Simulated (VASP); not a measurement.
A run of VASP 6.6.1 is set up as follows.

The input INCAR:

```
SYSTEM = C
ALGO = Normal
EDIFF = 1E-6
ENCUT = 520
GGA = PS
ISIF = 2
ISMEAR = 0
IVDW = 12
LASPH = .TRUE.
LCHARG = .TRUE.
LELF = .TRUE.
LREAL = .FALSE.
LVHAR = .TRUE.
LWAVE = .FALSE.
NBANDS = 16
NELM = 80
PREC = Accurate
SIGMA = 0.15
```

File KPOINTS:

```
k-points
0
G
  21 21 8
  0 0 0
```

POSCAR

```
C
1.0
    2.3133346503      0.0000000000      0.0000000000
   -1.1566673251      2.0034065746      0.0000000000
    0.0000000000      0.0000000000      7.4288115624
C
4
Direct
    0.0000000000      0.0000000000      0.0025000000
    0.0000000000      0.0000000000      0.5025000000
    0.3333333333      0.6666666667      0.0025000000
    0.6666666667      0.3333333333      0.5025000000
```

Potentials or basis: VASP PAW PBE potentials, release 64 (C).

The run is started by

```console
$ cat potpaw_PBE.64/C/POTCAR > POTCAR
$ mpirun -np 1 vasp_std > vasp.out
```

Predict the pressure.

60.9 GPa.

Predict the dispersion energy per atom.

-0.090 eV.

What does it give for the band gap on the k mesh?

Zero (band 8 reaches 4.89 eV, above the bottom of band 9 at 4.88 eV).

Stress tensor (GPa, compression positive):
```
92.40  0.00  0.00
 0.00 92.40  0.00
 0.00  0.00 -2.22
```

Caveat: the PAW data sets were made with another functional, which shifts forces and pressure a little.
